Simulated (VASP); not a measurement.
# ZnS (P6_3mc) in VASP: notebook

Runs on ZnS. Level: r2SCAN. Tasks: single point.

Program: VASP 6.6.1. These are calculated values, not measurements. Logs are shortened: lines on timing, memory, paths and dates and some standing lists are left out, and cuts for length are marked.

## (1) The cell of the first run

Symmetry: P6_3mc, No. 186, hexagonal system. The conventional cell has a = 3.805 Å, b = 3.805 Å, c = 6.244 Å, α = 90.00°, β = 90.00°, γ = 120.00°. Zn (site symmetry 3m) has 4 S at 2.33 to 2.34 Å within 3.1 Å. Within 3.1 Å of S (site symmetry 3m) lie 4 Zn at 2.33 to 2.34 Å.

## (2) Single point, r2SCAN

POSCAR reads:

```
ZnS
1.0
    3.8054508444      0.0000000000      0.0000000000
   -1.9027254222      3.2956171041      0.0000000000
    0.0000000000      0.0000000000      6.2439931014
Zn S
2 2
Direct
    0.3333333333      0.6666666667      0.0003381269
    0.6666666667      0.3333333333      0.5003381269
    0.3333333333      0.6666666667      0.3746618731
    0.6666666667      0.3333333333      0.8746618731
```

INCAR.step1 reads:

```
PREC = Accurate
ENCUT = 520
ISMEAR = 0
SIGMA = 0.01
LREAL = F
LASPH = T
NELM = 60
NBANDS = 26
GGA = PE
ALGO = Normal
EDIFF = 1E-4
LWAVE = T
LCHARG = F
```

INCAR.step2 reads:

```
PREC = Accurate
ENCUT = 520
EDIFF = 1E-6
ISMEAR = 0
SIGMA = 0.01
LREAL = F
LASPH = T
NELM = 60
ALGO = Normal
ISIF = 2
LWAVE = F
LCHARG = F
METAGGA = R2SCAN
LMIXTAU = T
NBANDS = 26
ISTART = 1
```

KPOINTS reads:

```
regular mesh
0
Gamma
  12 12 4
```

Potentials or basis: VASP PAW PBE potentials, release 64 (Zn, S).

Run with:

```sh
cat potpaw_PBE.64/Zn/POTCAR potpaw_PBE.64/S/POTCAR > POTCAR
cp INCAR.step1 INCAR
mpirun -np 1 vasp_std > vasp.out
cp INCAR.step2 INCAR
mpirun -np 1 vasp_std > vasp.out
```

OUTCAR:

```text
PREC = Accurate
   ENCUT = 520
   EDIFF = 1E-6
   ISMEAR = 0
   LREAL = F
   LASPH = T
   NELM = 60
   ISIF = 2
   METAGGA = R2SCAN
   ISTART = 1

 ion  position               nearest neighbor table
   1  0.333  0.667  0.000-   4 2.33   4 2.33   4 2.33   3 2.34
   2  0.667  0.333  0.500-   3 2.33   3 2.33   3 2.33   4 2.34
   3  0.333  0.667  0.375-   2 2.33   2 2.33   2 2.33   1 2.34
   4  0.667  0.333  0.875-   1 2.33   1 2.33   1 2.33   2 2.34

  LATTYP: Found a hexagonal cell.
 ALAT       =     3.8054508444
 C/A-ratio  =     1.6408024586

  Lattice vectors:

 A1 = (   3.8054508444,   0.0000000000,   0.0000000000)
 A2 = (  -1.9027254222,   3.2956171041,   0.0000000000)
 A3 = (   0.0000000000,   0.0000000000,   6.2439931014)

Analysis of symmetry for initial positions (statically):
=====================================================================
 Subroutine PRICEL returns:
 Original cell was already a primitive cell.

 Routine SETGRP: Setting up the symmetry group for a
 hexagonal supercell.

 Subroutine GETGRP returns: Found 12 space group operations
 (whereof  6 operations were pure point group operations)
 out of a pool of 24 trial point group operations.

The static configuration has the point symmetry C_3v.
 The point group associated with its full space group is C_6v.

Analysis of symmetry for dynamics (positions and initial velocities):
=====================================================================
 Subroutine PRICEL returns:
 Original cell was already a primitive cell.

 Routine SETGRP: Setting up the symmetry group for a
 hexagonal supercell.

 Subroutine GETGRP returns: Found 12 space group operations
 (whereof  6 operations were pure point group operations)
 out of a pool of 24 trial point group operations.

The dynamic configuration has the point symmetry C_3v.
 The point group associated with its full space group is C_6v.

 Subroutine INISYM returns: Found 12 space group operations
 (whereof  6 operations are pure point group operations),
 and found     1 'primitive' translations

----------------------------------------------------------------------------------------

                                     Primitive cell

  volume of cell :      78.3078

  direct lattice vectors                    reciprocal lattice vectors
     3.805450844  0.000000000  0.000000000     0.262780953  0.151716654  0.000000000
    -1.902725422  3.295617104  0.000000000     0.000000000  0.303433308  0.000000000
     0.000000000  0.000000000  6.243993101     0.000000000  0.000000000  0.160153925

  length of vectors
     3.805450844  3.805450844  6.243993101     0.303433308  0.303433308  0.160153925

  position of ions in fractional coordinates (direct lattice)
     0.333333333  0.666666667  0.000338127
     0.666666667  0.333333333  0.500338127
     0.333333333  0.666666667  0.374661873
     0.666666667  0.333333333  0.874661873

  ion indices of the primitive-cell ions
   primitive index   ion index
                 1           1
                 2           2
                 3           3
                 4           4

----------------------------------------------------------------------------------------

 KPOINTS: regular mesh

Automatic generation of k-mesh.
 Grid dimensions read from file:
 generate k-points for:   12   12    4

 Generating k-lattice:

  Cartesian coordinates                     Fractional coordinates (reciprocal lattice)
     0.021898413  0.012643055  0.000000000     0.083333333 -0.000000000  0.000000000
     0.000000000  0.025286109  0.000000000     0.000000000  0.083333333  0.000000000
     0.000000000  0.000000000  0.040038481     0.000000000  0.000000000  0.250000000

  Length of vectors
     0.025286109  0.025286109  0.040038481

  Shift w.r.t. Gamma in fractional coordinates (k-lattice)
     0.000000000  0.000000000  0.000000000

 Subroutine IBZKPT returns following result:
 ===========================================

 Found     57 irreducible k-points:

 Following reciprocal coordinates:
            Coordinates               Weight
  0.000000  0.000000  0.000000      1.000000
  0.083333 -0.000000  0.000000      6.000000
  0.166667 -0.000000  0.000000      6.000000
  0.250000 -0.000000  0.000000      6.000000
  0.333333 -0.000000  0.000000      6.000000
  0.416667 -0.000000  0.000000      6.000000
[... 16 lines left out ...]
  0.250000 -0.000000  0.250000     12.000000
  0.333333 -0.000000  0.250000     12.000000
 [... further k-points ...]
   k-points           NKPTS =     57   k-points in BZ     NKDIM =     57   number of bands    NBANDS=     26
   number of dos      NEDOS =    301   number of ions     NIONS =      4
   total plane-waves  NPLWV =  37632
   dimension x,y,z NGX =    28 NGY =   28 NGZ =   48
   dimension x,y,z NGXF=    56 NGYF=   56 NGZF=   96
   ions per type =               2   2
   NGX,Y,Z   is equivalent  to a cutoff of  12.23, 12.23, 12.78 a.u.
[... 36 lines left out ...]
   METAGGA = R2SCAN    functional components
   LHFCALC =     F    Hartree Fock is set to
   AEXX    =    0.0000 exact exchange contribution
   IVDW    =     0    specifies the selected vdW correction
   LEPSILON=     F    determine dielectric tensor
   LRPA    =     F    only Hartree local field effects (RPA)
 non-spin polarized calculation
 Gauss-broadening in eV      SIGMA  =   0.01
  energy-cutoff  :      520.00
  volume of cell :       78.31
 maximum number of plane-waves:      2130
   NGX = 15   NGY = 15   NGZ = 23

 number of electron      35.9999978 magnetization

 Free energy of the ion-electron system (eV)
  ---------------------------------------------------
  ext. energy  EPLUGINS =         0.00000000
  ---------------------------------------------------
  free energy    TOTEN  =       -37.72370407 eV

  energy without entropy =      -37.72370407  energy(sigma->0) =      -37.72370407

 E-fermi :   2.0338     XC(G=0): -10.3158

 val. band max:        1.9228801557   @ k =   0.0000   0.0000   0.0000
 cond. band min:       4.7134216454   @ k =   0.0000   0.0000   0.0000
 fundamental gap:      2.7905414897
 Fermi energy:         2.0337949209

 k-point     1 :       0.0000    0.0000    0.0000
  band No.  band energies     occupation
      1     -11.8338      2.00000
      2     -10.8724      2.00000
      3      -4.6138      2.00000
      4      -4.5991      2.00000
      5      -4.5991      2.00000
      6      -4.5082      2.00000
[... 18 lines left out ...]
     25      10.1612      0.00000
     26      11.7907      0.00000

 k-point     2 :       0.0833   -0.0000    0.0000
  band No.  band energies     occupation
      1     -11.7851      2.00000
      2     -10.8448      2.00000
      3      -4.6088      2.00000
      4      -4.5966      2.00000
      5      -4.5890      2.00000
      6      -4.5028      2.00000
[... 18 lines left out ...]
     25      10.3867      0.00000
     26      11.4240      0.00000

 k-point     3 :       0.1667   -0.0000    0.0000
  band No.  band energies     occupation
      1     -11.6454      2.00000
      2     -10.7702      2.00000
      3      -4.6102      2.00000
      4      -4.5741      2.00000
      5      -4.5626      2.00000
      6      -4.4817      2.00000
[... 18 lines left out ...]
     25      10.6704      0.00000
     26      11.0098      0.00000

 k-point     4 :       0.2500   -0.0000    0.0000
  band No.  band energies     occupation
      1     -11.4357      2.00000
      2     -10.6724      2.00000
      3      -4.6075      2.00000
      4      -4.5442      2.00000
      5      -4.5304      2.00000
      6      -4.4322      2.00000
[... 18 lines left out ...]
     25      11.0420      0.00000
     26      11.3457      0.00000
[... 496 lines left out ...]
      1     -11.5318      2.00000
      2     -10.9154      2.00000
      3      -4.6222      2.00000
      4      -4.5634      2.00000
      5      -4.5498      2.00000
      6      -4.5030      2.00000
[... 18 lines left out ...]
     25      10.6075      0.00000
     26      10.8992      0.00000

 k-point    23 :       0.2500   -0.0000    0.2500
  band No.  band energies     occupation
      1     -11.3336      2.00000
      2     -10.7948      2.00000
      3      -4.6196      2.00000
      4      -4.5482      2.00000
      5      -4.5134      2.00000
      6      -4.4487      2.00000
[... 18 lines left out ...]
     25      10.9971      0.00000
     26      11.4569      0.00000

 k-point    24 :       0.3333   -0.0000    0.2500
  band No.  band energies     occupation
      1     -11.1087      2.00000
      2     -10.6797      2.00000
      3      -4.6076      2.00000
      4      -4.5258      2.00000
      5      -4.4816      2.00000
      6      -4.3639      2.00000
[... 18 lines left out ...]
     25      11.3550      0.00000
     26      12.3717      0.00000

 [... further k-points ...]

------------------------ aborting loop because EDIFF is reached ----------------------------------------

  FORCE on cell =-STRESS in cart. coord.  units (eV):
  Direction    XX          YY          ZZ          XY          YZ          ZX
  --------------------------------------------------------------------------------------
  -------------------------------------------------------------------------------------
  Total        0.0671791      0.0671791      0.0498258      0.0000000      0.0000000      0.0000000
  in kB        1.3744842      1.3744842      1.0194351      0.0000000      0.0000000      0.0000000
  external PRESSURE =       1.2561345 kB  Pullay stress =       0.0000000 kB

 VOLUME and BASIS-vectors are now :
 -----------------------------------------------------------------------------
  energy-cutoff  :      520.00
  volume of cell :       78.31
      direct lattice vectors                 reciprocal lattice vectors
     3.805450844  0.000000000  0.000000000     0.262780953  0.151716654  0.000000000
    -1.902725422  3.295617104  0.000000000     0.000000000  0.303433308  0.000000000
     0.000000000  0.000000000  6.243993101     0.000000000  0.000000000  0.160153925

 POSITION                                       TOTAL-FORCE (eV/Angst)
 -----------------------------------------------------------------------------------
     -0.00000      2.19708      0.00211         0.000000     -0.000000     -0.001727
      1.90273      1.09854      3.12411        -0.000000      0.000000     -0.001727
     -0.00000      2.19708      2.33939        -0.000000     -0.000000      0.001727
      1.90273      1.09854      5.46138        -0.000000     -0.000000      0.001727
 -----------------------------------------------------------------------------------
    total drift:                               -0.000000     -0.000000     -0.014340

  FREE ENERGIE OF THE ION-ELECTRON SYSTEM (eV)
  ---------------------------------------------------
  free  energy   TOTEN  =       -37.7237040669 eV

  energy  without entropy=      -37.7237040669  energy(sigma->0) =      -37.72370407
```

It took 8.5 min on 1 thread of AMD EPYC 7R13, shared host; peak memory 0.23 GiB.

Results:

| Property | Result |
| --- | --- |
| Free energy | -37.7237 eV |
| Pressure | 0.1 GPa |
| Band gap on the k mesh | 2.79 eV, direct |

Caveat: the PAW data sets were made with another functional, which shifts forces and pressure a little. A k mesh can miss the band edges.

## (3) Single point, r2SCAN (epitaxial xy strain +0.5%)

POSCAR reads:

```
ZnS
1.0
    3.8244780986      0.0000000000      0.0000000000
   -1.9122390493      3.3120951896      0.0000000000
    0.0000000000      0.0000000000      6.2276269412
Zn S
2 2
Direct
    0.3333333333      0.6666666667     -0.0003098998
    0.6666666667      0.3333333333      0.4996901002
    0.3333333333      0.6666666667      0.3753098998
    0.6666666667      0.3333333333      0.8753098998
```

INCAR.step1 reads:

```
PREC = Accurate ; ENCUT = 520
ISMEAR = 0 ; SIGMA = 0.01
LREAL = F ; LASPH = T
NELM = 80 ; NBANDS = 26
GGA = PE ; ALGO = Normal
EDIFF = 1E-4 ; LWAVE = T
LCHARG = F
```

INCAR.step2 reads:

```
PREC = Accurate ; ENCUT = 520
EDIFF = 1E-6 ; ISMEAR = 0
SIGMA = 0.01 ; LREAL = F
LASPH = T ; NELM = 80
ALGO = Normal ; ISIF = 2
LWAVE = F ; LCHARG = F
METAGGA = R2SCAN ; LMIXTAU = T
NBANDS = 26 ; ISTART = 1
```

KPOINTS reads:

```
Automatic mesh
0
Gamma
  12 12 4
```

Potentials or basis: VASP PAW PBE potentials, release 64 (Zn, S).

Run with:

```sh
cat potpaw_PBE.64/Zn/POTCAR potpaw_PBE.64/S/POTCAR > POTCAR
cp INCAR.step1 INCAR
mpirun -np 1 vasp_std > vasp.out
cp INCAR.step2 INCAR
mpirun -np 1 vasp_std > vasp.out
```

Run time: 8.4 min. Hardware: 1 thread of AMD EPYC 7R13, shared host; peak memory 0.23 GiB.

The run converged. Its results:

```
Free energy            : -37.7220 eV
Pressure               : -0.4 GPa
Band gap on the k mesh : 2.78 eV, direct
```

Stress tensor (GPa, compression positive):
```
-0.70  0.00  0.00
 0.00 -0.70  0.00
 0.00  0.00  0.10
```

Levels at points of the mesh, in eV from the valence-band top:
```tsv
k point	band 14	band 15	band 16	band 17	band 18	band 19	band 20	band 21	band 22	band 23
(0.00, 0.00, 0.00)	-0.93	-0.93	-0.05	0.00	0.00	2.78	3.55	6.78	6.78	7.17
(0.50, 0.00, 0.00)	-4.14	-3.30	-2.30	-1.68	-0.90	4.02	4.78	5.50	7.39	8.05
(0.00, 0.00, 0.50)	-2.84	-0.48	-0.48	-0.48	-0.48	4.06	4.06	7.24	7.24	7.24
(0.50, 0.00, 0.50)	-4.91	-1.65	-1.65	-1.62	-1.62	3.99	3.99	5.68	5.68	9.40
```

Caveat: the cell differs from its parent crystal (epitaxial xy strain +0.5%); the PAW data sets were made with another functional, which shifts forces and pressure a little.

## (4) Single point, r2SCAN (epitaxial xy strain +2.0%)

POSCAR reads:

```
ZnS
1.0
    3.8815598613      0.0000000000      0.0000000000
   -1.9407799307      3.3615294462      0.0000000000
    0.0000000000      0.0000000000      6.1720007316
Zn S
2 2
Direct
    0.3333333333      0.6666666667     -0.0024082538
    0.6666666667      0.3333333333      0.4975917462
    0.3333333333      0.6666666667      0.3774082538
    0.6666666667      0.3333333333      0.8774082538
```

INCAR.step1 reads:

```
PREC     = Accurate       # precision mode
ENCUT    = 520            # plane-wave cutoff, eV
ISMEAR   = 0              # smearing method
SIGMA    = 0.01           # smearing width, eV
LREAL    = False          # projectors in reciprocal space
LASPH    = True           # aspherical terms in the spheres
NELM     = 100            # most SCF steps
NBANDS   = 26             # bands
GGA      = PE             # functional
ALGO     = Normal         # electronic algorithm
EDIFF    = 1E-4           # SCF threshold, eV
LWAVE    = True           # write WAVECAR
LCHARG   = False          # write CHGCAR
```

INCAR.step2 reads:

```
PREC     = Accurate       # precision mode
ENCUT    = 520            # plane-wave cutoff, eV
EDIFF    = 1E-6           # SCF threshold, eV
ISMEAR   = 0              # smearing method
SIGMA    = 0.01           # smearing width, eV
LREAL    = False          # projectors in reciprocal space
LASPH    = True           # aspherical terms in the spheres
NELM     = 100            # most SCF steps
ALGO     = Normal         # electronic algorithm
ISIF     = 2              # what is computed and relaxed
LWAVE    = False          # write WAVECAR
LCHARG   = False          # write CHGCAR
METAGGA  = R2SCAN         # meta-GGA
LMIXTAU  = True         
NBANDS   = 26             # bands
ISTART   = 1
```

KPOINTS is that of step 3.

Run with:

```sh
cat potpaw_PBE.64/Zn/POTCAR potpaw_PBE.64/S/POTCAR > POTCAR
cp INCAR.step1 INCAR
mpirun -np 1 vasp_std > vasp.out
cp INCAR.step2 INCAR
mpirun -np 1 vasp_std > vasp.out
```

It took 8.5 min on 1 thread of AMD EPYC 7R13, shared host; peak memory 0.24 GiB.

The run converged. Its results:

```
Free energy            : -37.6935 eV
Pressure               : -1.9 GPa
Largest force          : 0.007 eV/Å
Band gap on the k mesh : 2.67 eV, direct
```

Forces in eV/Å, atoms in the order of the input:
```
Zn   0.000  0.000  0.007
Zn   0.000  0.000  0.007
S    0.000  0.000 -0.007
S    0.000  0.000 -0.007
```

Stress tensor (GPa, compression positive):
```
-2.94  0.00  0.00
 0.00 -2.94  0.00
 0.00  0.00  0.16
```

Levels at points of the mesh, in eV from the valence-band top:
| k point | band 14 | band 15 | band 16 | band 17 | band 18 | band 19 | band 20 | band 21 | band 22 | band 23 |
| --- | --- | --- | --- | --- | --- | --- | --- | --- | --- | --- |
| (0.00, 0.00, 0.00) | -1.00 | -1.00 | -0.06 | -0.06 | 0.00 | 2.67 | 3.27 | 6.66 | 6.66 | 7.41 |
| (0.50, 0.00, 0.00) | -4.05 | -3.21 | -2.33 | -1.61 | -0.91 | 3.89 | 4.73 | 5.61 | 7.39 | 8.12 |
| (0.00, 0.00, 0.50) | -2.72 | -0.55 | -0.55 | -0.55 | -0.55 | 3.86 | 3.86 | 7.11 | 7.11 | 7.11 |
| (0.50, 0.00, 0.50) | -4.84 | -1.67 | -1.67 | -1.50 | -1.50 | 4.01 | 4.01 | 5.69 | 5.69 | 9.39 |

Caveat: the cell differs from its parent crystal (epitaxial xy strain +2.0%); the PAW data sets were made with another functional, which shifts forces and pressure a little. A k mesh can miss the band edges.

## (5) Single point, r2SCAN (strain +2.5%)

POSCAR reads:

```
ZnS
1.0
    3.9005871155      0.0000000000      0.0000000000
   -1.9502935578      3.3780075317      0.0000000000
    0.0000000000      0.0000000000      6.4000929290
Zn S
2 2
Direct
    0.3333333333      0.6666666667      0.0001105057
    0.6666666667      0.3333333333      0.5001105057
    0.3333333333      0.6666666667      0.3748894943
    0.6666666667      0.3333333333      0.8748894943
```

INCAR.step1 reads:

```
SYSTEM = ZnS
  PREC = Accurate
  ENCUT = 520
  ISMEAR = 0
  SIGMA = 0.01
  LREAL = .False.
  LASPH = .True.
  NELM = 100
  NBANDS = 26
  GGA = PE
  ALGO = Normal
  EDIFF = 1E-4
  LWAVE = .True.
  LCHARG = .False.
```

INCAR.step2 reads:

```
SYSTEM = ZnS
  PREC = Accurate
  ENCUT = 520
  EDIFF = 1E-6
  ISMEAR = 0
  SIGMA = 0.01
  LREAL = .False.
  LASPH = .True.
  NELM = 100
  ALGO = Normal
  ISIF = 2
  LWAVE = .False.
  LCHARG = .True.
  METAGGA = R2SCAN
  LMIXTAU = .True.
  LELF = .True.
  LVHAR = .True.
  NBANDS = 26
  ISTART = 1
```

KPOINTS reads:

```
regular mesh
0
Gamma
  12 12 4
  0 0 0
```

Run with:

```sh
cat potpaw_PBE.64/Zn/POTCAR potpaw_PBE.64/S/POTCAR > POTCAR
cp INCAR.step1 INCAR
mpirun -np 1 vasp_std > vasp.out
cp INCAR.step2 INCAR
mpirun -np 1 vasp_std > vasp.out
```

Run time: 9.2 min. Hardware: 1 thread of AMD EPYC 7R13, shared host; peak memory 0.24 GiB.

It converged, with:

```
Free energy            : -37.6251 eV
Pressure               : -4.9 GPa
Largest force          : 0.006 eV/Å
Band gap on the k mesh : 2.44 eV, direct
```

Forces on the atoms (eV/Å):
```
Zn   0.000  0.000 -0.006
Zn   0.000  0.000 -0.006
S    0.000  0.000  0.006
S    0.000  0.000  0.006
```

Stress tensor (GPa, compression positive):
```
-4.88  0.00  0.00
 0.00 -4.88  0.00
 0.00  0.00 -5.01
```

Levels at points of the mesh, in eV from the valence-band top:
```
           k point  band 15  band 16  band 17  band 18  band 19  band 20  band 21  band 22
(0.00, 0.00, 0.00)    -0.81    -0.07     0.00     0.00     2.44     3.47     6.85     6.85
(0.50, 0.00, 0.00)    -3.01    -2.05    -1.52    -0.81     4.09     4.57     5.50     7.42
(0.00, 0.00, 0.50)    -0.42    -0.42    -0.42    -0.42     3.87     3.87     7.16     7.16
(0.50, 0.00, 0.50)    -1.50    -1.50    -1.47    -1.47     3.93     3.93     5.69     5.69
```

Caveat: the cell differs from its parent crystal (strain +2.5%); the PAW data sets were made with another functional, which shifts forces and pressure a little.

## (6) Overview

| cell | gap on the mesh (eV) | pressure (GPa) | largest force (eV/Å) |
| --- | --- | --- | --- |
| a = 3.805, b = 3.805, c = 6.244 Å, angles 90.0, 90.0, 120.0°, 4 atoms | 2.79 | 0.1 | - |
| a = 3.824, b = 3.824, c = 6.228 Å, angles 90.0, 90.0, 120.0°, 4 atoms | 2.78 | -0.4 | - |
| a = 3.882, b = 3.882, c = 6.172 Å, angles 90.0, 90.0, 120.0°, 4 atoms | 2.67 | -1.9 | 0.01 |
| a = 3.901, b = 3.901, c = 6.400 Å, angles 90.0, 90.0, 120.0°, 4 atoms | 2.44 | -4.9 | 0.01 |

Alike in all rows: task single point; level r2SCAN; potentials or basis VASP PAW PBE potentials, release 64 (Zn, S); no spin polarisation; k mesh 12 × 12 × 4; cutoff (eV) 520; smearing gaussian 0.01 eV.

Caveats: the PAW data sets were made with another functional, which shifts forces and pressure a little.

Absolute energies hang on the potentials; compare differences alone.
